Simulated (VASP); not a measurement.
Here is a VASP 6.6.1 calculation.

The input INCAR:

```
SYSTEM = NaAs3H4
PREC = Accurate ; ENCUT = 500
EDIFF = 1E-7 ; ISMEAR = -1
SIGMA = 0.1 ; LREAL = .FALSE.
LASPH = .TRUE. ; NELM = 120
ALGO = Normal ; ISIF = 3
LWAVE = .FALSE. ; LCHARG = .FALSE.
GGA = PE ; IBRION = 2
NSW = 60 ; EDIFFG = -0.03
GGA_COMPAT = .FALSE. ; NELMIN = 4
```

Contents of KPOINTS:

```
regular mesh
0
G
  6 6 6
  0 0 0
```

POSCAR

```
NaAs3H4
1.0
    1.8641650000      3.2288230000      0.0000000000
   -1.8641650000      3.2288230000      0.0000000000
    0.0000000000     -2.1525490000      9.3965720000
Na H As
1 4 3
Direct
    0.5000000000      0.5000000000      0.5000000000
    0.0956800000      0.0956800000      0.2870400000
    0.9043200000      0.9043200000      0.7129600000
    0.2990800000      0.2990800000      0.8972400000
    0.7009200000      0.7009200000      0.1027600000
    0.2205300000      0.2205300000      0.6615900000
    0.7794700000      0.7794700000      0.3384100000
    0.0000000000      0.0000000000      0.0000000000
```

Potentials or basis: VASP PAW PBE potentials, release 64 (Na_pv, H, As).

Command:

```console
$ cat potpaw_PBE.64/Na_pv/POTCAR potpaw_PBE.64/H/POTCAR potpaw_PBE.64/As/POTCAR > POTCAR
$ mpirun -np 1 vasp_std > vasp.out
```

(1) Estimate the band gap on the k mesh.

(2) Estimate the relaxed cell.

Results:

(1) zero (bands 13 and 14 overlap by 3.98 eV).

(2) a = 3.299 Å, b = 3.299 Å, c = 12.132 Å, α = 97.81°, β = 97.81°, γ = 60.00°.

Caveat: a cell axis changed by over 15 % at a fixed basis, so the end point is rough.
